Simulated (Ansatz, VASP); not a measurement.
# Li2HfN2 in VASP and in Ansatz

Contents of INCAR:

```
SYSTEM = Li2HfN2
  PREC = Accurate
  ENCUT = 520
  EDIFF = 1E-7
  ISMEAR = 0
  SIGMA = 0.05
  LREAL = .FALSE.
  LASPH = .TRUE.
  NELM = 100
  ALGO = Normal
  ISIF = 2
  LWAVE = .FALSE.
  LCHARG = .FALSE.
  GGA = CA
  NBANDS = 21
```

File KPOINTS:

```
regular mesh
0
G
  9 9 6
  0 0 0
```

The input POSCAR:

```
Li2HfN2
1.0
    3.2371209533      0.0000000000      0.0000000000
   -1.6185604767      2.8034289807      0.0000000000
    0.0000000000      0.0000000000      5.4235951800
Li Hf N
2 1 2
Direct
    0.6666666667      0.3333333333      0.3827885700
    0.3333333333      0.6666666667      0.6172114300
    0.0000000000      0.0000000000     -0.1106277257
    0.6666666667      0.3333333333      0.7793848600
    0.3333333333      0.6666666667      0.2206151400
```

Input for Ansatz:

```yaml
crystal:
  lattice:
    - [3.2371209533, 0.0, 0.0]
    - [-1.6185604767, 2.8034289807, 0.0]
    - [0.0, 0.0, 5.42359518]
  atoms:
    - { symbol: Li, position: [0.6666666667, 0.3333333333, 0.38278857] }
    - { symbol: Li, position: [0.3333333333, 0.6666666667, 0.61721143] }
    - { symbol: Hf, position: [0.0, 0.0, -0.1106277257] }
    - { symbol: "N", position: [0.6666666667, 0.3333333333, 0.77938486] }
    - { symbol: "N", position: [0.3333333333, 0.6666666667, 0.22061514] }
basis:
  ecutwfc: 420
kpoints:
  mp_grid: { grid: [9, 9, 6] }
hamiltonian:
  xc: lda
scf:
  occupations: { method: gaussian, width: 0.05 }
output:
  forces: true
  stress: true
  eigenvalues: true
```

Alike in both runs: task single point; functional LDA; k mesh 9 × 9 × 6; occupations gaussian, width 0.05 eV; no spin polarisation.

|  | VASP | Ansatz |
| --- | --- | --- |
| version | VASP 6.6.1 | Ansatz 0.2.0 |
| potentials or method | VASP PAW LDA potentials, release 64 (Li_sv, Hf_pv, N), cutoff 520 eV | scalar-relativistic, plane waves, PAW |
| valence electrons in the cell | 26 | 42 |

```csv
,VASP,Ansatz,Ansatz less VASP
gap on the k mesh at the Fermi level (eV),none,none,-
rms of the force components (eV/Å),3.491,3.468,-0.0238
```

LDA's correlation is that of Perdew and Zunger in VASP and of Perdew and Wang (1992) in Ansatz. Atom by atom the forces differ by 0.025 eV/Å (rms over components). A gap of «none» marks a metal or a gap that the smearing closes. VASP's potentials hold 26 valence electrons a cell and Ansatz's 42, so a difference there can come from the potentials and not from the codes.

Spin-orbit coupling is off throughout. Noted on VASP's run: the cutoff is short for stress, so the pressure is rough.
